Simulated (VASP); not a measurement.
# BaOs3 (Pm-3m) in VASP: single point with PBEsol

Aim: the single point of BaOs3 with PBEsol.

Program: VASP 6.6.1. These are calculated values, not measurements. Logs are shortened: lines on timing, memory, paths and dates and some standing lists are left out, and cuts for length are marked.

## (1) The cell of the first run

The structure is cubic, space group Pm-3m (No. 221). The conventional cell has a = 4.113 Å, b = 4.113 Å, c = 4.113 Å, α = 90.00°, β = 90.00°, γ = 90.00°. Ba (site symmetry m-3m) has 12 Os at 2.91 Å within 3.8 Å. Os (site symmetry 4/mmm) has 4 Ba at 2.91 Å and 8 Os at 2.91 Å within 3.8 Å.

## (2) Single point, PBEsol

Contents of POSCAR:

```
BaOs3
1.0
    4.1125342601      0.0000000000      0.0000000000
    0.0000000000      4.1125342601      0.0000000000
    0.0000000000      0.0000000000      4.1125342601
Ba Os
1 3
Direct
    0.0000000000      0.0000000000      0.0000000000
    0.0000000000      0.5000000000      0.5000000000
    0.5000000000      0.5000000000      0.0000000000
    0.5000000000      0.0000000000      0.5000000000
```

Contents of INCAR.step1:

```
SYSTEM = BaOs3
PREC = Accurate ; ENCUT = 420
EDIFF = 1E-6 ; ISMEAR = 0
SIGMA = 0.05 ; LREAL = .FALSE.
LASPH = .TRUE. ; NELM = 120
ALGO = Normal ; ISIF = 2
LWAVE = .FALSE. ; LCHARG = .TRUE.
LMAXMIX = 4 ; GGA = PS
NBANDS = 37 ; GGA_COMPAT = .FALSE.
NEDOS = 2001 ; LORBIT = 11
```

Contents of KPOINTS.step1:

```
regular mesh
0
G
  8 8 8
  0 0 0
```

Contents of INCAR.step2:

```
SYSTEM = BaOs3
PREC = Accurate ; ENCUT = 420
EDIFF = 1E-6 ; ISMEAR = -5
SIGMA = 0.05 ; LREAL = .FALSE.
LASPH = .TRUE. ; NELM = 120
ALGO = Normal ; ISIF = 2
LWAVE = .FALSE. ; LCHARG = .FALSE.
LMAXMIX = 4 ; GGA = PS
LORBIT = 11 ; NEDOS = 1001
ICHARG = 11 ; GGA_COMPAT = .FALSE.
```

Contents of KPOINTS.step2:

```
regular mesh
0
G
  12 12 12
  0 0 0
```

Potentials or basis: VASP PAW PBE potentials, release 64 (Ba_sv, Os_sv_GW).

Started as:

```console
> cat potpaw_PBE.64/Ba_sv/POTCAR potpaw_PBE.64/Os_sv_GW/POTCAR > POTCAR
> cp INCAR.step1 INCAR
> cp KPOINTS.step1 KPOINTS
> mpirun -np 1 vasp_std > vasp.out
> cp INCAR.step2 INCAR
> cp KPOINTS.step2 KPOINTS
> mpirun -np 1 vasp_std > vasp.out
```

OUTCAR:

```text
SYSTEM = BaOs3
   PREC = Accurate
   ENCUT = 420
   EDIFF = 1E-6
   ISMEAR = -5
   LREAL = .FALSE.
   LASPH = .TRUE.
   NELM = 120
   ISIF = 2
   GGA = PS
   LORBIT = 11
   ICHARG = 11

 ion  position               nearest neighbor table
   1  0.000  0.000  0.000-   2 2.91   3 2.91   4 2.91   2 2.91   4 2.91   2 2.91   3 2.91   2 2.91
                             3 2.91   4 2.91   4 2.91   3 2.91
   2  0.000  0.500  0.500-   1 2.91   3 2.91   4 2.91   1 2.91   3 2.91   1 2.91   4 2.91   1 2.91
                             3 2.91   4 2.91   3 2.91   4 2.91
   3  0.500  0.500  0.000-   1 2.91   2 2.91   4 2.91   2 2.91   4 2.91   1 2.91   4 2.91   4 2.91
                             1 2.91   2 2.91   2 2.91   1 2.91
   4  0.500  0.000  0.500-   1 2.91   2 2.91   3 2.91   1 2.91   3 2.91   2 2.91   3 2.91   3 2.91
                             1 2.91   2 2.91   1 2.91   2 2.91

  LATTYP: Found a simple cubic cell.
 ALAT       =     4.1125342601

  Lattice vectors:

 A1 = (   4.1125342601,   0.0000000000,   0.0000000000)
 A2 = (   0.0000000000,   4.1125342601,   0.0000000000)
 A3 = (   0.0000000000,   0.0000000000,   4.1125342601)

Analysis of symmetry for initial positions (statically):
=====================================================================
 Subroutine PRICEL returns:
 Original cell was already a primitive cell.

 Routine SETGRP: Setting up the symmetry group for a
 simple cubic supercell.

 Subroutine GETGRP returns: Found 48 space group operations
 (whereof 48 operations were pure point group operations)
 out of a pool of 48 trial point group operations.

The static configuration has the point symmetry O_h .

Analysis of symmetry for dynamics (positions and initial velocities):
=====================================================================
 Subroutine PRICEL returns:
 Original cell was already a primitive cell.

 Routine SETGRP: Setting up the symmetry group for a
 simple cubic supercell.

 Subroutine GETGRP returns: Found 48 space group operations
 (whereof 48 operations were pure point group operations)
 out of a pool of 48 trial point group operations.

The dynamic configuration has the point symmetry O_h .

 Subroutine INISYM returns: Found 48 space group operations
 (whereof 48 operations are pure point group operations),
 and found     1 'primitive' translations

----------------------------------------------------------------------------------------

                                     Primitive cell

  volume of cell :      69.5550

[... 105 lines left out ...]
   NELECT =      58.0000    total number of electrons
   NUPDOWN=      -1.0000    fix difference up-down
   EMIN   =  10.00;   EMAX   =-10.00  energy-range for DOS
   EFERMI =   0.00;   METHOD = LEGACY
   ISMEAR =    -5;   SIGMA  =   0.05  broadening in eV -4-tet -1-fermi 0-gaus
   EFERMI_NEDOS =   21; number of points for ismear=-14 and -15
   IALGO  =     38    algorithm
   IMIX   =      4    mixing-type and parameters
     AMIX     =   0.40;   BMIX     =  1.00
     AMIX_MAG =   1.60;   BMIX_MAG =  1.00
  volume/ion in A,a.u.               =      17.39       117.35
  Fermi-wavevector in a.u.,A,eV,Ry     =   1.540901  2.911880 32.305330  2.374375
  Thomas-Fermi vector in A             =   2.646922
   LORBIT       =     11    0 simple, 1 ext, 2 COOP (PROOUT), +10 PAW based schemes
   GGA     = PS    functional components
   LHFCALC =     F    Hartree Fock is set to
   AEXX    =    0.0000 exact exchange contribution
   IVDW    =     0    specifies the selected vdW correction
   LEPSILON=     F    determine dielectric tensor
   LRPA    =     F    only Hartree local field effects (RPA)
 non-spin polarized calculation
 Fermi weights with tetrahedron method with Bloechl corrections
  energy-cutoff  :      420.00
  volume of cell :       69.56
 maximum number of plane-waves:      1388
 NGX is ok and might be reduce to    28

 number of electron      57.9999995 magnetization

 Free energy of the ion-electron system (eV)
  ---------------------------------------------------
  ext. energy  EPLUGINS =         0.00000000
  ---------------------------------------------------
  free energy    TOTEN  =       -34.51362493 eV

  energy without entropy =      -34.51362493  energy(sigma->0) =      -34.51362493

 E-fermi :   9.1280     XC(G=0): -13.2615

 val. band max:        9.1992555048   @ k =   0.2500   0.2500   0.2500
 cond. band min:       9.0907589817   @ k =   0.4167   0.2500   0.2500
 fundamental gap:     -0.1084965230
 Fermi energy:         9.1279932921

 k-point     1 :       0.0000    0.0000    0.0000
  band No.  band energies     occupation
      1     -76.4518      2.00000
      2     -76.4146      2.00000
      3     -76.4146      2.00000
      4     -36.0781      2.00000
      5     -36.0781      2.00000
      6     -36.0781      2.00000
[... 877 lines left out ...]
     33       9.8267      0.00000
     34      13.1053      0.00000

 [... further k-points ...]

------------------------ aborting loop because EDIFF is reached ----------------------------------------

  FORCE on cell =-STRESS in cart. coord.  units (eV):
  Direction    XX          YY          ZZ          XY          YZ          ZX
  --------------------------------------------------------------------------------------
  -------------------------------------------------------------------------------------
  Total        2.2191903      2.2191903      2.2191903      0.0000000     -0.0000000     -0.0000000
  in kB       51.1183157     51.1183157     51.1183157      0.0000000     -0.0000000     -0.0000000
  external PRESSURE =      51.1183157 kB  Pullay stress =       0.0000000 kB

 VOLUME and BASIS-vectors are now :
 -----------------------------------------------------------------------------
  energy-cutoff  :      420.00
  volume of cell :       69.56
      direct lattice vectors                 reciprocal lattice vectors
     4.112534260  0.000000000  0.000000000     0.243159069  0.000000000  0.000000000
     0.000000000  4.112534260  0.000000000     0.000000000  0.243159069  0.000000000
     0.000000000  0.000000000  4.112534260     0.000000000  0.000000000  0.243159069

 POSITION                                       TOTAL-FORCE (eV/Angst)
 -----------------------------------------------------------------------------------
      0.00000      0.00000      0.00000         0.000000      0.000000      0.000000
      0.00000      2.05627      2.05627         0.000000      0.000000      0.000000
      2.05627      2.05627      0.00000         0.000000      0.000000      0.000000
      2.05627      0.00000      2.05627         0.000000      0.000000      0.000000
 -----------------------------------------------------------------------------------
    total drift:                               -0.000000      0.000000      0.000000

  FREE ENERGIE OF THE ION-ELECTRON SYSTEM (eV)
  ---------------------------------------------------
  free  energy   TOTEN  =       -34.5136249281 eV

  energy  without entropy=      -34.5136249281  energy(sigma->0) =      -34.51362493

 total charge

# of ion       s       p       d       f       tot
--------------------------------------------------
    1        2.113   5.413   1.256   0.000   8.782
    2        3.664   6.028   5.299   0.083  15.075
    3        3.664   6.028   5.299   0.083  15.075
    4        3.664   6.028   5.299   0.083  15.075
--------------------------------------------------
tot         13.106  23.497  17.153   0.250  54.007
```

Run time: 62 s. Hardware: 1 thread of Intel Xeon 6975P-C (Granite Rapids), shared host; peak memory 0.25 GiB.

Results:

| Quantity | Value |
| --- | --- |
| Valence electrons inside the program's atomic spheres | Ba 8.78; Os 15.07 |

Levels at points of the mesh, in eV from the Fermi level:
```
           k point  band 26  band 27  band 28  band 29  band 30  band 31  band 32  band 33
(0.00, 0.00, 0.00)    -1.21     0.77     0.77     1.98     2.54     2.54     2.54     4.44
(0.50, 0.00, 0.00)    -1.65    -0.96    -0.59     0.21     0.21     0.31     1.04     2.55
(0.50, 0.50, 0.00)    -1.31    -0.93    -0.10    -0.04    -0.04     0.02     0.05     0.12
(0.50, 0.50, 0.50)    -1.35    -0.58    -0.58    -0.23     2.03     2.03     2.03     4.75
```

Caveat: the PAW data sets were made with another functional, which shifts forces and pressure a little; spin-orbit coupling is left out, which moves the levels of the heavy elements.
